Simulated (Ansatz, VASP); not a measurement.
# MgO: VASP beside Ansatz

```
CELL_PARAMETERS angstrom
0.00000 2.11590 2.11590
2.11590 0.00000 2.11590
2.11590 2.11590 0.00000
ATOMIC_POSITIONS crystal
Mg 0.00000 0.00000 0.00000
O 0.50000 0.50000 0.50000
```

Alike in both runs: task single point; functional r2SCAN; k mesh 4 × 4 × 4; occupations fermi-dirac, width 0.02 eV; no spin polarisation.

```csv
,VASP,Ansatz
version,VASP 6.6.1,Ansatz 0.2.0
potentials or method,"VASP PAW PBE potentials, release 64 (Mg, O), cutoff 660 eV","PAW, plane waves, scalar-relativistic"
valence electrons in the cell,8,16
```

|  | VASP | Ansatz | Ansatz less VASP |
| --- | --- | --- | --- |
| pressure (GPa) | -4.5 | -3.1 | +1.43 |

VASP's potentials were made for PBE, not for r2SCAN. The functional is the same, so the differences come from potentials, cutoffs and numerics. VASP's potentials hold 8 valence electrons a cell and Ansatz's 16, so a difference there can come from the potentials and not from the codes.

The k mesh is coarse, so the values compare programs but aren't converged.
